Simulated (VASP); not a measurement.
Si: single point with LDA

Crystal: Si.

```
Si
1.0
     4.55214   -2.43471    0.00000
     4.55214    2.43471    0.00000
     0.00000    0.00000    4.92807
Si
8
Direct
  0.50000 0.50000 0.77051
  0.50000 0.50000 0.22949
  0.00000 0.00000 0.27051
  0.00000 0.00000 0.72949
  0.72622 0.72622 0.50000
  0.22622 0.22622 0.00000
  0.27378 0.27378 0.50000
  0.77378 0.77378 0.00000
```

This cell differs from its parent crystal: strain -0.0750 x Voigt [0, 0, 1, 0, 0, 0].

```json
{
  "Program": "VASP 6.6.1",
  "Task": "single point",
  "Functional": "LDA",
  "Potentials or basis": "VASP PAW LDA potentials, release 64 (Si)",
  "Cutoff": "520 eV",
  "k mesh": "10 × 10 × 8",
  "Occupations": "gaussian, width 0.15 eV",
  "Spin": "no spin polarisation",
  "Dipole correction": "no",
  "Further INCAR settings": "ALGO = Normal; EDIFF = 1e-07; NBANDS = 26"
}
```

| Property | Result |
| --- | --- |
| Pressure | 11.3 GPa |
| Largest force | 0.747 eV/Å |
| Band gap on the k mesh | zero (bands 16 and 17 overlap by 2.61 eV) |

Forces in eV/Å, atoms in the order of the input:
```
Si   0.000  0.000 -0.747
Si   0.000  0.000  0.747
Si   0.000  0.000 -0.747
Si   0.000  0.000  0.747
Si   0.289  0.000  0.000
Si   0.289  0.000  0.000
Si  -0.289  0.000  0.000
Si  -0.289  0.000  0.000
```

Stress tensor (GPa, compression positive):
```
 9.86  0.00  0.00
 0.00  3.61  0.00
 0.00  0.00 20.50
```

Levels at points of the mesh, in eV from the Fermi level:
| k point | band 14 | band 15 | band 16 | band 17 | band 18 | band 19 |
| --- | --- | --- | --- | --- | --- | --- |
| (0.00, 0.00, 0.00) | -1.95 | -1.88 | -1.79 | -1.66 | -1.62 | -1.28 |
| (0.50, 0.00, 0.00) | -2.88 | -1.14 | -1.14 | 2.13 | 2.13 | 2.19 |
| (0.50, 0.50, 0.00) | -2.45 | -2.34 | -0.18 | 0.50 | 0.76 | 1.78 |
| (0.00, 0.00, 0.50) | -4.60 | -1.94 | -1.94 | 3.35 | 3.35 | 4.28 |
| (0.50, 0.00, 0.50) | -0.76 | -0.06 | -0.06 | -0.02 | -0.02 | 0.18 |
| (0.50, 0.50, 0.50) | -1.39 | -0.42 | -0.42 | -0.17 | -0.17 | 1.53 |

Run time: 11 min on 1 thread of Intel Xeon 8259CL, on a shared host, peak memory 0.4 GiB.

Caveat: the cell differs from its parent crystal (strain -0.0750 x Voigt [0, 0, 1, 0, 0, 0]); the stress differs along the axes, from 4 to 20 GPa.
